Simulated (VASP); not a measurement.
Write the native input for VASP 6.6.1 that does the following.

```
Task                   : relaxation of cell and atoms
Functional             : PBE
Potentials or basis    : VASP PAW PBE potentials, release 64 (B, Rh_pv, Se)
Cutoff                 : 600 eV
k mesh                 : 4 × 4 × 4
Occupations            : gaussian, width 0.1 eV
Spin                   : collinear spin, ferromagnetic start
Starting moments       : [0.0, 1.0, 0.0, 0.0, 0.0] μB
Dipole correction      : no
Further INCAR settings : ALGO = Normal; EDIFF = 1e-06; IBRION = 2; EDIFFG = -0.04; NSW = 90; ISIF = 3
```

The structure of BRhSe3 lies in POSCAR:

```
BRhSe3
1.0
    5.0816459200      0.0000000000      0.0000000000
    0.0000000000      5.0816459200      0.0000000000
    0.0000000000      0.0000000000      5.0816459200
B Rh Se
1 1 3
Direct
    0.0000000000      0.0000000000      0.0000000000
    0.5000000000      0.5000000000      0.5000000000
    0.5000000000      0.0000000000      0.0000000000
    0.0000000000      0.5000000000      0.0000000000
    0.0000000000      0.0000000000      0.5000000000
```

The cell was built from a structure type or drawn by symmetry, and may not be a known phase.

One way to write it, as run:

INCAR

```
SYSTEM = BRhSe3
PREC = Accurate
ENCUT = 600
EDIFF = 1E-6
ISMEAR = 0
SIGMA = 0.1
LREAL = .FALSE.
LASPH = .TRUE.
NELM = 150
ALGO = Normal
ISIF = 3
LWAVE = .FALSE.
LCHARG = .FALSE.
ISPIN = 2
MAGMOM = 0 1 0 0 0
LORBIT = 11
LMAXMIX = 4
GGA = PE
IBRION = 2
NSW = 90
EDIFFG = -0.04
```

KPOINTS

```
Automatic mesh
0
G
  4 4 4
  0 0 0
```

Potentials or basis: VASP PAW PBE potentials, release 64 (B, Rh_pv, Se).

Command:

```console
$ cat potpaw_PBE.64/B/POTCAR potpaw_PBE.64/Rh_pv/POTCAR potpaw_PBE.64/Se/POTCAR > POTCAR
$ mpirun -np 1 vasp_std > vasp.out
```

Results of the run:

```
Relaxed volume                                        : 16.64 Å³/atom
Relaxed cell                                          : a = 4.366 Å, b = 4.366 Å, c = 4.366 Å, α = 90.00°, β = 90.00°, γ = 90.00°
Space group after relaxing (to 0.1 Å)                 : Pm-3m (No. 221)
Energy gained by relaxing                             : 633.3 meV/atom
Ionic steps                                           : 4
Pressure after relaxing                               : 0.1 GPa
Band gap on the k mesh                                : zero (filled and empty bands overlap)
Net moment                                            : 0.00 μB per cell
Valence electrons inside the program's atomic spheres : B 1.72; Rh 13.45; Se 3.74
```

Caveat: the volume moved by over 15 % at a fixed basis, so the end points are rough.

It took 3.6 min on 1 thread of Intel(R) Xeon(R) Platinum 8488C (Sapphire Rapids) (shared host), peak memory 0.37 GiB.
